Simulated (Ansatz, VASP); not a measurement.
**One calculation of Lu, two programs**

```
CELL_PARAMETERS angstrom
0.00000 3.73114 3.73114
3.73114 0.00000 3.73114
3.73114 3.73114 0.00000
ATOMIC_POSITIONS crystal
Lu 0.12500 0.12500 0.12500
Lu 0.87500 0.87500 0.87500
```

Alike in both runs: task single point; functional r2SCAN; k mesh 8 × 8 × 8; occupations fermi-dirac, width 0.1 eV; no spin polarisation.

|  | VASP | Ansatz |
| --- | --- | --- |
| version | VASP 6.6.1 | Ansatz 0.2.0 |
| potentials or method | VASP PAW PBE potentials, release 64 (Lu), cutoff 520 eV | plane waves (500 eV) with PAW, scalar-relativistic |
| valence electrons in the cell | 50 | 50 |

```tsv
	VASP	Ansatz	Ansatz less VASP
pressure (GPa)	-0.4	-0.4	-0.01
```

VASP's potentials were made for PBE, not for r2SCAN.

Spin-orbit coupling is off throughout.
